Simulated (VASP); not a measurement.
# W (Pbcm) in VASP: notebook

Aim: see how the results for W move with the level of theory and the settings. Levels: PBE, PBEsol. Tasks: relaxation of the atoms, single point, relaxation of cell and atoms.

Program: VASP 6.6.1. These are calculated values, not measurements. Logs are shortened: lines on timing, memory, paths and dates and some standing lists are left out, and cuts for length are marked.

### Step 1. The cell of the first run

Symmetry: Pbcm, No. 57, orthorhombic system. Conventional cell: a = 2.810 Å, b = 4.864 Å, c = 4.924 Å, α = 90.00°, β = 90.00°, γ = 90.00°. W (site symmetry m) has 12 W at 2.70 to 3.06 Å within 3.6 Å.

### Step 2. Relaxation of the atoms, PBE

The input, INCAR:

```
PREC     = Accurate       # precision mode
ENCUT    = 520            # plane-wave cutoff, eV
EDIFF    = 1E-6           # SCF threshold, eV
ISMEAR   = -1             # smearing method
SIGMA    = 0.05           # smearing width, eV
LREAL    = False          # projectors in reciprocal space
LASPH    = True           # aspherical terms in the spheres
NELM     = 80             # most SCF steps
ALGO     = Normal         # electronic algorithm
ISIF     = 2              # what is computed and relaxed
LWAVE    = False          # write WAVECAR
LCHARG   = False          # write CHGCAR
GGA      = PE             # functional
IBRION   = 2              # ionic algorithm
NSW      = 60             # ionic steps
EDIFFG   = -0.01          # ionic threshold
```

The input, KPOINTS:

```
Automatic mesh
0
Gamma
  7 5 5
```

The input, POSCAR:

```
W
1.0
    2.8096620000      0.0000000000      0.0000000000
    0.0000000000      4.8638700000      0.0000000000
    0.0000000000      0.0000000000      4.9236950000
W
4
Direct
    0.7931720000      0.9368430000      0.7500000000
    0.2068280000      0.4368430000      0.7500000000
    0.2068280000      0.0631570000      0.2500000000
    0.7931720000      0.5631570000      0.2500000000
```

Potentials or basis: VASP PAW PBE potentials, release 64 (W_sv).

Started as:

```sh
> cat potpaw_PBE.64/W_sv/POTCAR > POTCAR
> mpirun -np 1 vasp_std > vasp.out
```

OUTCAR:

```text
PREC = Accurate
   ENCUT = 520
   EDIFF = 1E-6
   ISMEAR = -1
   LREAL = False
   LASPH = True
   NELM = 80
   ISIF = 2
   GGA = PE
   IBRION = 2
   NSW = 60
   EDIFFG = -0.01

 ion  position               nearest neighbor table
   1  0.793  0.937  0.750-   2 2.70   2 2.70   3 2.79   3 2.79   2 2.94   2 2.94   3 3.03   3 3.03
                             4 3.06   4 3.06
   2  0.207  0.437  0.750-   1 2.70   1 2.70   4 2.79   4 2.79   1 2.94   1 2.94   4 3.03   4 3.03
                             3 3.06   3 3.06
   3  0.207  0.063  0.250-   4 2.70   4 2.70   1 2.79   1 2.79   4 2.94   4 2.94   1 3.03   1 3.03
                             2 3.06   2 3.06
   4  0.793  0.563  0.250-   3 2.70   3 2.70   2 2.79   2 2.79   3 2.94   3 2.94   2 3.03   2 3.03
                             1 3.06   1 3.06

  LATTYP: Found a simple orthorhombic cell.
 ALAT       =     2.8096620000
 B/A-ratio  =     1.7311228183
 C/A-ratio  =     1.7524154151

  Lattice vectors:

 A1 = (   2.8096620000,   0.0000000000,   0.0000000000)
 A2 = (   0.0000000000,   4.8638700000,   0.0000000000)
 A3 = (   0.0000000000,   0.0000000000,   4.9236950000)

Analysis of symmetry for initial positions (statically):
=====================================================================
 Subroutine PRICEL returns:
 Original cell was already a primitive cell.

 Routine SETGRP: Setting up the symmetry group for a
 simple orthorhombic supercell.

 Subroutine GETGRP returns: Found  8 space group operations
 (whereof  2 operations were pure point group operations)
 out of a pool of  8 trial point group operations.

The static configuration has the point symmetry S_2 .
 The point group associated with its full space group is D_2h.

Analysis of symmetry for dynamics (positions and initial velocities):
=====================================================================
 Subroutine PRICEL returns:
 Original cell was already a primitive cell.

 Routine SETGRP: Setting up the symmetry group for a
 simple orthorhombic supercell.

 Subroutine GETGRP returns: Found  8 space group operations
 (whereof  2 operations were pure point group operations)
 out of a pool of  8 trial point group operations.

The dynamic configuration has the point symmetry S_2 .
 The point group associated with its full space group is D_2h.

 Subroutine INISYM returns: Found  8 space group operations
 (whereof  2 operations are pure point group operations),
 and found     1 'primitive' translations

[... 113 lines left out ...]
   ISMEAR =    -1;   SIGMA  =   0.05  broadening in eV -4-tet -1-fermi 0-gaus
   EFERMI_NEDOS =   21; number of points for ismear=-14 and -15
   IALGO  =     38    algorithm
   IMIX   =      4    mixing-type and parameters
     AMIX     =   0.40;   BMIX     =  1.00
     AMIX_MAG =   1.60;   BMIX_MAG =  1.00
  volume/ion in A,a.u.               =      16.82       113.52
  Fermi-wavevector in a.u.,A,eV,Ry     =   1.539909  2.910006 32.263772  2.371320
  Thomas-Fermi vector in A             =   2.646071
   LORBIT       =      0    0 simple, 1 ext, 2 COOP (PROOUT), +10 PAW based schemes
   GGA     = PE    functional components
   LHFCALC =     F    Hartree Fock is set to
   AEXX    =    0.0000 exact exchange contribution
   IVDW    =     0    specifies the selected vdW correction
   LEPSILON=     F    determine dielectric tensor
   LRPA    =     F    only Hartree local field effects (RPA)
 conjugate gradient relaxation of ions
 non-spin polarized calculation
  energy-cutoff  :      520.00
  volume of cell :       67.29
 maximum number of plane-waves:      1827
 NGX is ok and might be reduce to    24
   NGX = 11   NGY = 19   NGZ = 19

--------------------------------------- Ionic step        1  -------------------------------------------

 number of electron      56.0000011 magnetization

 Free energy of the ion-electron system (eV)
  ---------------------------------------------------
  ext. energy  EPLUGINS =         0.00000000
  ---------------------------------------------------
  free energy    TOTEN  =       -49.83142271 eV

  energy without entropy =      -49.79690890  energy(sigma->0) =      -49.81416581

------------------------ aborting loop because EDIFF is reached ----------------------------------------

  FORCE on cell =-STRESS in cart. coord.  units (eV):
  Direction    XX          YY          ZZ          XY          YZ          ZX
  --------------------------------------------------------------------------------------
  -------------------------------------------------------------------------------------
  Total       -1.7257725     -0.7496077     -0.6077614     -0.0000000      0.0000000      0.0000000
  in kB      -41.0929155    -17.8491452    -14.4715990     -0.0000000      0.0000000      0.0000000
  external PRESSURE =     -24.4712199 kB  Pullay stress =       0.0000000 kB
[... 95 lines left out ...]
  FREE ENERGIE OF THE ION-ELECTRON SYSTEM (eV)
  ---------------------------------------------------
  free  energy   TOTEN  =       -49.8320420672 eV

  energy  without entropy=      -49.7960582753  energy(sigma->0) =      -49.81405017

[... ionic steps 4 to 28 ...]

--------------------------------------- Ionic step       29  -------------------------------------------

 number of electron      56.0000006 magnetization

------------------------ aborting loop because EDIFF is reached ----------------------------------------
[... 71 lines left out ...]
--------------------------------------- Ionic step       31  -------------------------------------------

 number of electron      56.0000006 magnetization

 Free energy of the ion-electron system (eV)
  ---------------------------------------------------
  ext. energy  EPLUGINS =         0.00000000
  ---------------------------------------------------
  free energy    TOTEN  =       -50.33835696 eV

  energy without entropy =      -50.31624505  energy(sigma->0) =      -50.32730100

 E-fermi :  10.5514     XC(G=0): -13.2864

 val. band max:       10.5372728272   @ k =   0.0000   0.0000   0.0000
 cond. band min:      10.5601601449   @ k =   0.4286   0.0000   0.2000
 fundamental gap:      0.0228873177
 Fermi energy:        10.5514182968

 k-point     1 :       0.0000    0.0000    0.0000
  band No.  band energies     occupation
      1     -63.5938      2.00000
      2     -63.5133      2.00000
      3     -63.5038      2.00000
      4     -63.4322      2.00000
      5     -28.3648      2.00000
      6     -28.3360      2.00000
[... 853 lines left out ...]
     32      12.5828      0.00000
     33      14.3489      0.00000

 [... further k-points ...]
[... 5 lines left out ...]
  --------------------------------------------------------------------------------------
  -------------------------------------------------------------------------------------
  Total        6.6534780     -6.1959280     -7.2872345      0.0000000      0.0000000      0.0000000
  in kB      158.4280694   -147.5332005   -173.5186457      0.0000000      0.0000000      0.0000000
  external PRESSURE =     -54.2079256 kB  Pullay stress =       0.0000000 kB
[... 19 lines left out ...]
  FREE ENERGIE OF THE ION-ELECTRON SYSTEM (eV)
  ---------------------------------------------------
  free  energy   TOTEN  =       -50.3383569630 eV

  energy  without entropy=      -50.3162450464  energy(sigma->0) =      -50.32730100

 reached required accuracy - stopping structural energy minimisation
```

OSZICAR:

```text
N       E                     dE             d eps       ncg     rms          rms(c)
DAV:   1     0.722688508472E+03    0.72269E+03   -0.34063E+04  2376   0.199E+03
DAV:   2    -0.164124388275E+02   -0.73910E+03   -0.73083E+03  2486   0.620E+02
DAV:   3    -0.513353496546E+02   -0.34923E+02   -0.34064E+02  2940   0.126E+02
[... 220 lines left out ...]
       N       E                     dE             d eps       ncg     rms          rms(c)
DAV:   1    -0.503380090777E+02    0.27864E-03   -0.26261E-02  2717   0.245E+00    0.384E-02
DAV:   2    -0.503383516887E+02   -0.34261E-03   -0.38594E-03  2511   0.448E-01    0.142E-02
DAV:   3    -0.503383569900E+02   -0.53014E-05   -0.60727E-05  3069   0.486E-02    0.785E-03
DAV:   4    -0.503383569630E+02    0.27004E-07   -0.25126E-06  2019   0.123E-02
  31 F= -.50338357E+02 E0= -.50327301E+02  d E =-.692561E-04
```

It took 23 min on 1 thread of Intel Xeon 8259CL, shared host; peak memory 0.22 GiB.

Results:

| Property | Result |
| --- | --- |
| Free energy | -50.3384 eV |
| Energy gained by relaxing | 126.7 meV/atom |
| Ionic steps | 31 |
| Pressure after relaxing | -5.4 GPa |
| Largest force after relaxing | 0.008 eV/Å |
| Band gap on the k mesh | zero (bands 28 and 29 overlap by 1.78 eV) |

Forces on the atoms (eV/Å):
```
W   -0.007 -0.005  0.000
W    0.007 -0.005  0.000
W    0.007  0.005  0.000
W   -0.007  0.005  0.000
```

The path:
```csv
step,energy change (eV),largest force (eV/Å),pressure (GPa)
1,0.0000,0.0254,-2.45
2,-0.0001,0.0289,-2.48
3,-0.0006,0.0405,-2.59
4,-0.0021,0.0712,-2.82
5,-0.0077,0.1513,-3.22
6,-0.0312,0.3505,-3.96
7,-0.1109,0.5719,-4.75
8,-0.2074,0.5798,-3.84
9,-0.2076,0.5798,-3.94
10,-0.2076,0.5797,-3.95
11,-0.2076,0.5797,-3.94
12,-0.2077,0.5795,-3.94
13,-0.2078,0.5795,-3.92
14,-0.2079,0.5800,-3.88
15,-0.2080,0.5803,-3.80
16,-0.2082,0.5803,-3.79
17,-0.2087,0.5803,-3.80
18,-0.2098,0.5804,-3.80
19,-0.2119,0.5806,-3.81
20,-0.2162,0.5807,-3.84
21,-0.2247,0.5803,-3.90
22,-0.2418,0.5789,-4.00
23,-0.2758,0.5716,-4.23
24,-0.3414,0.5336,-4.63
25,-0.4472,0.3488,-5.21
26,-0.4713,0.3403,-4.96
27,-0.4954,0.1878,-5.31
28,-0.5027,0.1157,-5.38
29,-0.5068,0.0200,-5.42
30,-0.5069,0.0168,-5.42
31,-0.5069,0.0083,-5.42
```

Final structure:
```
W
1.0
     2.80966    0.00000    0.00000
     0.00000    4.86387    0.00000
     0.00000    0.00000    4.92370
W
4
Direct
  0.75029 0.00023 0.75000
  0.24971 0.50023 0.75000
  0.24971 0.99977 0.25000
  0.75029 0.49977 0.25000
```

Levels at points of the mesh, in eV from the Fermi level:
```
           k point  band 26  band 27  band 28  band 29  band 30  band 31
(0.00, 0.00, 0.00)    -0.32    -0.31    -0.21    -0.01     0.25     0.44
```

Caveat: spin-orbit coupling is left out, which moves the levels of the heavy elements.

### Step 3. Single point, PBEsol, non-collinear spin, zero start, spin-orbit coupling

The input, INCAR:

```
ALGO     = Normal         # electronic algorithm
EDIFF    = 1E-7           # SCF threshold, eV
ENCUT    = 520            # plane-wave cutoff, eV
GGA      = PS             # functional
GGA_COMPAT= False        
ISIF     = 2              # what is computed and relaxed
ISMEAR   = -1             # smearing method
LASPH    = True           # aspherical terms in the spheres
LCHARG   = False          # write CHGCAR
LMAXMIX  = 4              # l up to which the mixer works
LORBIT   = 11             # projections on sites
LORBMOM  = True         
LREAL    = False          # projectors in reciprocal space
LSORBIT  = True           # spin-orbit coupling
LUSENCCL = False        
LWAVE    = False          # write WAVECAR
MAGMOM   = 0 0 0 0 0 0 0 0 0 0 0 0 # initial moments
NBANDS   = 70             # bands
NELM     = 150            # most SCF steps
PREC     = Accurate       # precision mode
SIGMA    = 0.05           # smearing width, eV
```

The input, KPOINTS:

```
k-points
0
Gamma
  9 6 6
```

POSCAR is that of step 2.

Potentials or basis: VASP PAW PBE potentials, release 64 (W_sv).

Started as:

```sh
> cat potpaw_PBE.64/W_sv/POTCAR > POTCAR
> mpirun -np 1 vasp_ncl > vasp.out
```

Wall time 8.2 min (1 × NVIDIA H100 80GB with 1 thread of AMD EPYC 7R13 (Zen 3), shared host); peak memory 1.7 GiB.

Results (log left out):

```
Free energy                                           : -56.5227 eV
Pressure                                              : -9.3 GPa
Largest force                                         : 0.146 eV/Å
Net moment                                            : 0.00 μB per cell
Valence electrons inside the program's atomic spheres : W 12.04
```

Forces in eV/Å, atoms in the order of the input:
```
W   -0.145  0.024  0.000
W    0.145  0.024  0.000
W    0.145 -0.024  0.000
W   -0.145 -0.024  0.000
```

Stress tensor (GPa, compression positive):
```
-8.34  0.00  0.00
 0.00 -9.72  0.00
 0.00  0.00 -9.80
```

Moments on the atoms (μB; x, y, z):
```
W   0.00 0.00 0.00
W   0.00 0.00 0.00
W   0.00 0.00 0.00
W   0.00 0.00 0.00
```

Caveat: the cell stands under tension; the PAW data sets were made with another functional, which shifts forces and pressure a little.

(Continued in part 2 of 3.)

The gap in the log of VASP goes by the Fermi energy; the results here count the filled bands.